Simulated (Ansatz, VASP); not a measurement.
**Cu in VASP and in Ansatz**

```xyz
1
Lattice="-1.3977 1.3977 1.4664 1.3977 -1.3977 1.4664 1.3977 1.3977 -1.4664" Properties=species:S:1:pos:R:3 pbc="T T T"
Cu    0.0000    0.0000    0.0000
```

Alike in both runs: task single point; functional r2SCAN; k mesh 26 × 26 × 26; occupations gaussian, width 0.15 eV; no spin polarisation.

|  | VASP | Ansatz |
| --- | --- | --- |
| version | VASP 6.6.1 | Ansatz 0.2.0 |
| potentials or method | VASP PAW PBE potentials, release 64 (Cu), cutoff 520 eV | scalar-relativistic, plane waves, PAW |
| valence electrons in the cell | 11 | 19 |

```csv
,VASP,Ansatz,Ansatz less VASP
gap on the k mesh at the Fermi level (eV),none,none,-
pressure (GPa),0.8,0.3,-0.56
"traceless stress, the component that is largest in VASP (GPa)",0.52,0.43,-0.087
```

VASP's potentials were made for PBE, not for r2SCAN. A gap of «none» marks a metal or a gap that the smearing closes. VASP's potentials hold 11 valence electrons a cell and Ansatz's 19, so a difference there can come from the potentials and not from the codes.
